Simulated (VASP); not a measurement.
Runs of VASP 6.6.1 on Au. The structure is that of space group Im-3m (No. 229), or close to it. The cells are those of the table. 

```tsv
task	potentials or basis	cell	cutoff (eV)	second run	gap on the mesh (eV)	pressure (GPa)	relaxed volume (Å³/atom)
single point	VASP PAW LDA potentials, release 64 (Au)	a = 2.710 Å, angles 109.5°, 1 atom	520	-	none	20.7	-
relaxation of cell and atoms	VASP PAW LDA potentials, release 64 (Au)	relaxed to 10 GPa from a = 2.870 Å, angles 109.5°, 1 atom	600	-	none	10.0	-
single point	VASP PAW LDA potentials, release 64 (Au)	a = 2.744 Å, angles 109.5°, 1 atom	520	-	none	10.6	-
relaxation of cell and atoms	VASP PAW LDA potentials, release 64 (Au_sv_GW)	relaxed from a = 2.870 Å, angles 109.5°, 1 atom	500	valence_matched	none	-0.2	16.69
relaxation of cell and atoms	VASP PAW LDA potentials, release 64 (Au)	relaxed from a = 2.870 Å, angles 109.5°, 1 atom	600	-	none	-0.1	16.74
relaxation of cell and atoms	VASP PAW LDA potentials, release 64 (Au)	relaxed to 20 GPa from a = 2.870 Å, angles 109.5°, 1 atom	600	-	none	20.1	-
single point	VASP PAW LDA potentials, release 64 (Au)	a = 2.788 Å, angles 109.5°, 1 atom	520	-	none	(a)	-
single point	VASP PAW LDA potentials, release 64 (Au)	a = 2.682 Å, angles 109.5°, 1 atom	520	-	none	(b)	-
```

Alike in all rows: level LDA; no spin polarisation; k mesh 9 × 9 × 9; smearing fermi-dirac 0.05 eV.

Question: Fill in the values left out.

Answer: (a) 0.5; (b) 30.8.

Caveats: spin-orbit coupling is left out, which moves the levels of the heavy elements; the cell is relaxed towards a set pressure, so the enthalpy falls and the energy may rise (some runs); the volume moved by over 15 % at a fixed basis, so the end points are rough (some runs).

A k mesh can miss the band edges, and the runs leave out spin-orbit coupling on Au.

A gap of «none» marks levels without a gap at the run's occupations.

The runs don't all hold the same shells in valence.
